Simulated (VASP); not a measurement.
**Yb: single point with revPBE**

Crystal: Yb.

```
Yb
1.0
     0.00000    4.55219    4.55219
     4.55219    0.00000    4.55219
     4.55219    4.55219    0.00000
Yb
2
Direct
  0.12500 0.12500 0.12500
  0.87500 0.87500 0.87500
```

This cell differs from its parent crystal: volume scaled by 1.08.

- Program: VASP 6.6.1
- Task: single point
- Functional: revPBE
- Potentials or basis: VASP PAW PBE potentials, release 64 (Yb)
- Cutoff: 520 eV
- k mesh: 7 × 7 × 7
- Occupations: fermi-dirac, width 0.1 eV
- Spin: no spin polarisation

- Pressure: 0.3 GPa
- Band gap on the k mesh: zero (band 24 reaches 0.24 eV, above the bottom of band 25 at -0.64 eV)

Levels at points of the mesh, in eV from the Fermi level:
```tsv
k point	band 20	band 21	band 22	band 23	band 24	band 25	band 26	band 27	band 28	band 29
(0.00, 0.00, 0.00)	-0.54	-0.54	-0.54	-0.54	0.85	0.85	0.85	1.18	1.18	1.63
```

Run time: 5.5 min on 1 thread of Intel(R) Xeon(R) Platinum 8488C (Sapphire Rapids), on a shared host, peak memory 0.37 GiB.

Caveat: the PAW data sets were made with another functional, which shifts forces and pressure a little; spin-orbit coupling is left out, which moves the levels of the heavy elements. Spin polarisation is off, so any magnetic state and its effect on volume and gap are missing.
